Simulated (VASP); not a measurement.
# GaN (Fm-3m) in VASP: G0W0 quasiparticle levels with LDA

Aim: the G0W0 quasiparticle levels of GaN with LDA.

Everything below comes from runs of VASP 6.6.1. Logs are shortened: lines on timing, memory, paths and dates and some standing lists are left out, and cuts for length are marked.

## 1. The cell of the first run

It takes space group Fm-3m (No. 225, cubic). Conventional cell: a = 4.270 Å, b = 4.270 Å, c = 4.270 Å, α = 90.00°, β = 90.00°, γ = 90.00°. Within 2.8 Å of Ga (site symmetry m-3m) lie 6 N at 2.14 Å. Within 2.8 Å of N (site symmetry m-3m) lie 6 Ga at 2.14 Å.

## 2. G0W0 quasiparticle levels, LDA

POSCAR reads:

```
GaN
1.0
    0.0000000000      2.1352400000      2.1352400000
    2.1352400000      0.0000000000      2.1352400000
    2.1352400000      2.1352400000      0.0000000000
Ga N
1 1
Direct
    0.0000000000      0.0000000000      0.0000000000
    0.5000000000      0.5000000000      0.5000000000
```

INCAR.step1 reads:

```
SYSTEM = GaN
PREC     = Accurate       ! precision mode
ENCUT    = 500            ! plane-wave cutoff, eV
EDIFF    = 1E-8           ! SCF threshold, eV
ISMEAR   = 0              ! smearing method
SIGMA    = 0.01           ! smearing width, eV
LREAL    = .False.        ! projectors in reciprocal space
LASPH    = .True.         ! aspherical terms in the spheres
NELM     = 80             ! most SCF steps
ALGO     = Normal         ! electronic algorithm
LWAVE    = .True.         ! write WAVECAR
LCHARG   = .False.        ! write CHGCAR
GGA      = CA             ! functional
```

INCAR.step2 reads:

```
SYSTEM = GaN
PREC     = Accurate       ! precision mode
ENCUT    = 500            ! plane-wave cutoff, eV
EDIFF    = 1E-8           ! SCF threshold, eV
ISMEAR   = 0              ! smearing method
SIGMA    = 0.01           ! smearing width, eV
LREAL    = .False.        ! projectors in reciprocal space
LASPH    = .True.         ! aspherical terms in the spheres
NELM     = 1              ! most SCF steps
ALGO     = Exact          ! electronic algorithm
LWAVE    = .True.         ! write WAVECAR
LCHARG   = .False.        ! write CHGCAR
GGA      = CA             ! functional
NBANDS   = 89             ! bands
LOPTICS  = .True.         ! frequency-dependent dielectric function
ISTART   = 1
```

INCAR.step3 reads:

```
SYSTEM = GaN
PREC     = Accurate       ! precision mode
ENCUT    = 500            ! plane-wave cutoff, eV
EDIFF    = 1E-8           ! SCF threshold, eV
ISMEAR   = 0              ! smearing method
SIGMA    = 0.01           ! smearing width, eV
LREAL    = .False.        ! projectors in reciprocal space
LASPH    = .True.         ! aspherical terms in the spheres
ALGO     = EVGW0          ! electronic algorithm
LWAVE    = .False.        ! write WAVECAR
LCHARG   = .False.        ! write CHGCAR
GGA      = CA             ! functional
NELMGW   = 1            
NBANDS   = 89             ! bands
ENCUTGW  = 100.0          ! cutoff of the response function
NOMEGA   = 48             ! frequency points
PRECFOCK = Fast         
ISTART   = 1            
NBANDSGW = 17
```

KPOINTS reads:

```
Automatic mesh
0
Gamma
  6 6 6
  0 0 0
```

Potentials or basis: VASP PAW LDA potentials, release 64 (Ga_d_GW, N_GW).

On the command line:

```sh
cat potpaw_LDA.64/Ga_d_GW/POTCAR potpaw_LDA.64/N_GW/POTCAR > POTCAR
cp INCAR.step1 INCAR
mpirun -np 1 vasp_std > vasp.out
cp INCAR.step2 INCAR
mpirun -np 1 vasp_std > vasp.out
cp INCAR.step3 INCAR
mpirun -np 1 vasp_std > vasp.out
```

OUTCAR:

```text
SYSTEM = GaN
   PREC = Accurate
   ENCUT = 500
   EDIFF = 1E-8
   ISMEAR = 0
   LREAL = .False.
   LASPH = .True.
   GGA = CA
   NELMGW = 1
   ENCUTGW = 100.0
   PRECFOCK = Fast
   ISTART = 1

 ion  position               nearest neighbor table
   1  0.000  0.000  0.000-   2 2.14   2 2.14   2 2.14   2 2.14   2 2.14   2 2.14
   2  0.500  0.500  0.500-   1 2.14   1 2.14   1 2.14   1 2.14   1 2.14   1 2.14

  LATTYP: Found a face centered cubic cell.
 ALAT       =     4.2704800000

  Lattice vectors:

 A1 = (   0.0000000000,   2.1352400000,   2.1352400000)
 A2 = (   2.1352400000,   0.0000000000,   2.1352400000)
 A3 = (   2.1352400000,   2.1352400000,   0.0000000000)

Analysis of symmetry for initial positions (statically):
=====================================================================
 Subroutine PRICEL returns:
 Original cell was already a primitive cell.

 Routine SETGRP: Setting up the symmetry group for a
 face centered cubic supercell.

 Subroutine GETGRP returns: Found 48 space group operations
 (whereof 48 operations were pure point group operations)
 out of a pool of 48 trial point group operations.

The static configuration has the point symmetry O_h .

Analysis of symmetry for dynamics (positions and initial velocities):
=====================================================================
 Subroutine PRICEL returns:
 Original cell was already a primitive cell.

 Routine SETGRP: Setting up the symmetry group for a
 face centered cubic supercell.

 Subroutine GETGRP returns: Found 48 space group operations
 (whereof 48 operations were pure point group operations)
 out of a pool of 48 trial point group operations.

The dynamic configuration has the point symmetry O_h .

 Subroutine INISYM returns: Found 48 space group operations
 (whereof 48 operations are pure point group operations),
 and found     1 'primitive' translations

----------------------------------------------------------------------------------------

                                     Primitive cell

  volume of cell :      19.4702

  direct lattice vectors                    reciprocal lattice vectors
     0.000000000  2.135240000  2.135240000    -0.234165714  0.234165714  0.234165714
     2.135240000  0.000000000  2.135240000     0.234165714 -0.234165714  0.234165714
     2.135240000  2.135240000  0.000000000     0.234165714  0.234165714 -0.234165714

  length of vectors
     3.019685367  3.019685367  3.019685367     0.405586915  0.405586915  0.405586915

  position of ions in fractional coordinates (direct lattice)
     0.000000000  0.000000000  0.000000000
     0.500000000  0.500000000  0.500000000

  ion indices of the primitive-cell ions
   primitive index   ion index
                 1           1
                 2           2

----------------------------------------------------------------------------------------

 KPOINTS: Automatic mesh

Automatic generation of k-mesh.
 Grid dimensions read from file:
 generate k-points for:    6    6    6

 Generating k-lattice:

  Cartesian coordinates                     Fractional coordinates (reciprocal lattice)
    -0.039027619  0.039027619  0.039027619     0.166666667  0.000000000  0.000000000
     0.039027619 -0.039027619  0.039027619     0.000000000  0.166666667  0.000000000
     0.039027619  0.039027619 -0.039027619     0.000000000  0.000000000  0.166666667

  Length of vectors
     0.067597819  0.067597819  0.067597819

  Shift w.r.t. Gamma in fractional coordinates (k-lattice)
     0.000000000  0.000000000  0.000000000

 Subroutine IBZKPT returns following result:
 ===========================================

 Found     16 irreducible k-points:

 Following reciprocal coordinates:
            Coordinates               Weight
  0.000000  0.000000  0.000000      1.000000
  0.166667  0.000000  0.000000      8.000000
  0.333333  0.000000  0.000000      8.000000
  0.500000  0.000000  0.000000      4.000000
  0.166667  0.166667  0.000000      6.000000
  0.333333  0.166667  0.000000     24.000000
[... 8 lines left out ...]
 -0.333333  0.333333  0.166667     24.000000
 -0.333333  0.500000  0.166667     12.000000
   k-points           NKPTS =     16   k-points in BZ     NKDIM =    216   number of bands    NBANDS=     89
   number of dos      NEDOS =    301   number of ions     NIONS =      2
   total plane-waves  NPLWV =  13824
   dimension x,y,z NGX =    24 NGY =   24 NGZ =   24
   dimension x,y,z NGXF=    48 NGYF=   48 NGZF=   48
   ions per type =               1   1
   NGX,Y,Z   is equivalent  to a cutoff of  13.21, 13.21, 13.21 a.u.
   NGXF,Y,Z  is equivalent  to a cutoff of  26.43, 26.43, 26.43 a.u.
 SYSTEM =  GaN
   PREC   = accura    normal or accurate (medium, high low for compatibility)
   ISTART =      1    job   : 0-new  1-cont  2-samecut
   ICHARG =      0    charge: 1-file 2-atom 10-const
   ISPIN  =      1    spin polarized calculation?
   LNONCOLLINEAR =      F non collinear calculations
   LSORBIT =      F    spin-orbit coupling
   LASPH  =      T    aspherical Exc in radial PAW
   ENCUT  =  500.0 eV  36.75 Ry    6.06 a.u.   5.51  5.51  5.51*2*pi/ulx,y,z
   NELM   =     60;   NELMIN=  2; NELMDL=  0     # of ELM steps
   EDIFF  = 0.1E-07   stopping-criterion for ELM
   LREAL  =      F    real-space projection
   EDIFFG = 0.1E-06   stopping-criterion for IOM
   NSW    =      0    number of steps for IOM
   IBRION =     -1    ionic relax: 0-MD 1-quasi-New 2-CG
   NFREE  =      0    steps in history (QN), initial steepest desc. (CG)
   ISIF   =      0    stress and relaxation
   ISYM   =      3    0-nonsym 1-usesym 2-fastsym
   POTIM  = 0.5000    time-step for ionic-motion
   TEBEG  =    0.0;   TEEND  =   0.0 temperature during run
   PSTRESS=    0.0 pullay stress
   NELECT =      18.0000    total number of electrons
   NUPDOWN=      -1.0000    fix difference up-down
   EMIN   =  10.00;   EMAX   =-10.00  energy-range for DOS
   EFERMI =   0.00;   METHOD = LEGACY
   ISMEAR =     0;   SIGMA  =   0.01  broadening in eV -4-tet -1-fermi 0-gaus
   EFERMI_NEDOS =   21; number of points for ismear=-14 and -15
   IALGO  =     38    algorithm
   IMIX   =      4    mixing-type and parameters
     AMIX     =   0.40;   BMIX     =  1.00
     AMIX_MAG =   1.60;   BMIX_MAG =  1.00
  volume/ion in A,a.u.               =       9.74        65.70
  Fermi-wavevector in a.u.,A,eV,Ry     =   1.594810  3.013754 34.605319  2.543419
  Thomas-Fermi vector in A             =   2.692827
   LORBIT       =      0    0 simple, 1 ext, 2 COOP (PROOUT), +10 PAW based schemes
   GGA     = CA    functional components
   LHFCALC =     T    Hartree Fock is set to
   PRECFOCK=fast      Normal, Fast or Accurate (Low or Medium for compatibility)
   ENCUT4O =  -1.0   cutoff for four orbital integrals eV
   NKREDX  =     1    reduce k-point grid by
   NKREDY  =     1    reduce k-point grid by
   NKREDZ  =     1    reduce k-point grid by
   AEXX    =    1.0000 exact exchange contribution
   HFSCREEN=    0.0000 screening length (either q_TF or 0.3 A-1)
   HFSCREENC=   0.0000 screening length for correlation (either q_TF or 0.3 A-1)
   ENCUTFOCK=  -1.0 apply spherical cutoff to Coloumb kernel
   IVDW    =     0    specifies the selected vdW correction
   LEPSILON=     F    determine dielectric tensor
   LRPA    =     F    only Hartree local field effects (RPA)
   LRPAFORCE           =     F    calculate RPA forces
   ENCUTGW             = 100.0    cutoff for response function in eV
   ENCUTGWSOFT         =  80.0    soft cutoff for Coulomb kernel in GW response function in eV
   ENCUTLF             =  -1.0    cutoff for local field effects
   NELMGW              =     1    number of iterations in solving QP/BSE equation
   NELMHF              =     1    number of iterations in the inner HF iteration
   NKREDLFX            =     1    NKREDLFY  =   1   NKREDLFZ  =   1
 non-spin polarized calculation
 Gauss-broadening in eV      SIGMA  =   0.01
  energy-cutoff  :      500.00
  volume of cell :       19.47
 maximum number of plane-waves:       531
 NGX is ok and might be reduce to    24
  NGX = 14; NGY = 14; NGZ = 14
   NGX = 11   NGY = 11   NGZ = 11
 maximum number of plane-waves:        59
 NGX is ok and might be reduce to    14

 QP shifts <psi_nk| G(iteration)W_0 |psi_nk>: iteration 1
 for sc-GW calculations column KS-energies equals QP-energies in previous step
 and V_xc(KS)=  KS-energies - (<T + V_ion + V_H > + <T+V_H+V_ion>^1  + <V_x>^1)

 k-point   1 :       0.0000    0.0000    0.0000
  band No.  KS-energies  QP-energies   sigma(KS)   V_xc(KS)     V^pw_x(r,r')   Z            occupation Imag(sigma)

      1      -9.8191     -10.4858     -15.4748     -14.5035     -24.0820       0.6864       2.0000       1.4163
      2      -7.1151     -10.1014     -25.9248     -21.8219     -34.9687       0.7278       2.0000       0.2174
      3      -7.1151     -10.1014     -25.9248     -21.8219     -34.9687       0.7278       2.0000       0.2174
      4      -7.1151     -10.1014     -25.9248     -21.8219     -34.9687       0.7278       2.0000       0.2174
      5      -7.0251     -10.0978     -26.2113     -22.0021     -35.4098       0.7300       2.0000       0.2654
      6      -7.0251     -10.0978     -26.2113     -22.0021     -35.4098       0.7300       2.0000       0.2654
[... 9 lines left out ...]
     16      22.1445      23.1990     -11.8767     -13.2650      -4.5615       0.7595       0.0000      -0.5224
     17      22.9384      23.3706      -9.0769      -9.6277      -2.5045       0.7847       0.0000      -0.3101

 k-point   2 :       0.1667    0.0000    0.0000
  band No.  KS-energies  QP-energies   sigma(KS)   V_xc(KS)     V^pw_x(r,r')   Z            occupation Imag(sigma)

      1      -9.2953      -9.9591     -15.6231     -14.6535     -24.1193       0.6846       2.0000       1.3459
      2      -7.1306     -10.1035     -25.8508     -21.7665     -34.8871       0.7279       2.0000       0.2230
      3      -7.1106     -10.1130     -25.9708     -21.8463     -35.0712       0.7279       2.0000       0.2397
      4      -7.1106     -10.1130     -25.9708     -21.8463     -35.0712       0.7279       2.0000       0.2397
      5      -7.0338     -10.0770     -26.1334     -21.9621     -35.2834       0.7295       2.0000       0.2501
      6      -7.0338     -10.0770     -26.1334     -21.9621     -35.2834       0.7295       2.0000       0.2501
[... 9 lines left out ...]
     16      23.1620      23.8739     -11.7041     -12.5996      -5.5503       0.7949       0.0000      -0.3652
     17      28.2419      28.8902     -10.3973     -11.2086      -3.4777       0.7991       0.0000      -0.6953

 k-point   3 :       0.3333    0.0000    0.0000
  band No.  KS-energies  QP-energies   sigma(KS)   V_xc(KS)     V^pw_x(r,r')   Z            occupation Imag(sigma)
[... 253 lines left out ...]
      1      -8.1186     -10.2696     -22.6985     -19.6343     -31.8315       0.7020       2.0000       0.5868
      2      -7.1678     -10.1205     -25.7201     -21.6607     -34.7943       0.7274       2.0000       0.2589
      3      -7.0876     -10.0848     -25.9502     -21.8323     -35.0968       0.7279       2.0000       0.2672
      4      -7.0819     -10.0468     -25.8328     -21.7599     -34.8606       0.7280       2.0000       0.2278
      5      -6.8870      -9.9220     -26.2438     -22.0874     -35.3278       0.7302       2.0000       0.2152
      6      -4.7184      -6.2705     -20.9927     -18.8677     -29.1454       0.7304       2.0000       0.6781
[... 9 lines left out ...]
     16      32.2715      33.2420     -10.9929     -12.1898      -3.6923       0.8109       0.0000      -1.1066
     17      33.9548      35.1459     -11.8265     -13.2611      -4.6814       0.8302       0.0000      -1.2035

 k-point  16 :      -0.3333    0.5000    0.1667
  band No.  KS-energies  QP-energies   sigma(KS)   V_xc(KS)     V^pw_x(r,r')   Z            occupation Imag(sigma)

      1      -8.3452     -10.4611     -22.5594     -19.5331     -31.7396       0.6992       2.0000       0.6012
      2      -7.1995     -10.1492     -25.6941     -21.6381     -34.7061       0.7272       2.0000       0.2271
      3      -7.0358     -10.0748     -26.1188     -21.9494     -35.3341       0.7289       2.0000       0.2822
      4      -6.9908      -9.9837     -26.0050     -21.8981     -35.0546       0.7287       2.0000       0.2229
      5      -6.8546      -9.8961     -26.2855     -22.1253     -35.3720       0.7311       2.0000       0.2128
      6      -4.0350      -5.6272     -21.5804     -19.4069     -29.6949       0.7326       2.0000       0.6243
[... 9 lines left out ...]
     16      33.5719      34.8530     -13.0931     -14.6252      -5.8646       0.8362       0.0000      -1.4367
     17      35.3973      36.8093     -13.0425     -14.7643      -5.0484       0.8201       0.0000      -1.7443
```

Wall time 20 min (1 thread of AMD EPYC 7R13, shared host); peak memory 0.36 GiB.

What came out:

| Quantity | Value |
| --- | --- |
| Quasiparticle gap | 1.14 eV |
| Least direct quasiparticle gap | 3.28 eV |
| Band gap of the starting levels on the mesh | 0.20 eV |
| Least direct gap of the starting levels on the mesh | 2.44 eV |

Caveat: the k points lie up to 0.42 Å⁻¹ apart; bands, screening cutoff and mesh are small and nothing is extrapolated, so the quasiparticle values aren't converged.
